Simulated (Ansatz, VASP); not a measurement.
## Two plane-wave programs on Mo

```
Mo
1.0
     0.00000    2.07094    2.07094
     2.07094    0.00000    2.07094
     2.07094    2.07094    0.00000
Mo
1
Direct
  0.00000 0.00000 0.00000
```

Alike in both runs: task single point; functional r2SCAN; k mesh 15 × 15 × 15; occupations fermi-dirac, width 0.1 eV; no spin polarisation.

|  | VASP | Ansatz |
| --- | --- | --- |
| version | VASP 6.6.1 | Ansatz 0.2.0 |
| potentials or method | VASP PAW PBE potentials, release 64 (Mo_sv), cutoff 520 eV | plane waves (500 eV) with PAW, scalar-relativistic |
| valence electrons in the cell | 14 | 14 |

|  | VASP | Ansatz | Ansatz less VASP |
| --- | --- | --- | --- |
| pressure (GPa) | -21.8 | -22.4 | -0.60 |

VASP's potentials were made for PBE, not for r2SCAN.
